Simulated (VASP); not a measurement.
Write the native input for VASP 6.6.1 that does the following.

```
Task                   : single point
Functional             : PBE
Potentials or basis    : VASP PAW PBE potentials, release 64 (Si)
Cutoff                 : 520 eV
k mesh                 : 10 × 10 × 10
Occupations            : gaussian, width 0.05 eV
Spin                   : no spin polarisation
Dipole correction      : no
Further INCAR settings : ALGO = Normal; EDIFF = 1e-06; NBANDS = 16
```

The structure of Si lies in POSCAR:

```
Si
1.0
   -3.3455832176      3.3455832176      1.9304179803
    3.3455832176     -3.3455832176      1.9304179803
    3.3455832176      3.3455832176     -1.9304179803
Si
4
Direct
    0.1570918009      0.1630698318      0.3512429843
    0.8309521372      0.8369301682      0.6368009538
    0.1845885386      0.8213894924      0.0059780309
    0.8273675233      0.1786105076      0.0059780309
```

This cell differs from its parent crystal: atoms displaced along several vibrational modes.

One way to write it, as run:

INCAR

```
SYSTEM = Si
PREC     = Accurate       ! precision mode
ENCUT    = 520            ! plane-wave cutoff, eV
EDIFF    = 1E-6           ! SCF threshold, eV
ISMEAR   = 0              ! smearing method
SIGMA    = 0.05           ! smearing width, eV
LREAL    = .FALSE.        ! projectors in reciprocal space
LASPH    = .TRUE.         ! aspherical terms in the spheres
NELM     = 60             ! most SCF steps
ALGO     = Normal         ! electronic algorithm
ISIF     = 2              ! what is computed and relaxed
LWAVE    = .FALSE.        ! write WAVECAR
LCHARG   = .FALSE.        ! write CHGCAR
GGA      = PE             ! functional
NBANDS   = 16             ! bands
```

KPOINTS

```
regular mesh
0
G
  10 10 10
  0 0 0
```

Potentials or basis: VASP PAW PBE potentials, release 64 (Si).

Run with:

```sh
$ cat potpaw_PBE.64/Si/POTCAR > POTCAR
$ mpirun -np 1 vasp_std > vasp.out
```

Results of the run:

```
Pressure               : 0.4 GPa
Largest force          : 1.611 eV/Å
Band gap on the k mesh : 0.17 eV (least direct gap 0.23 eV)
```

Caveat: the cell differs from its parent crystal (atoms displaced along several vibrational modes); forces of over 1 eV/Å act on the atoms, so gaps and moduli don't describe the material at rest.

It took 17 min on 1 thread of Intel Xeon 8259CL, with other jobs on the host, peak memory 0.61 GiB.
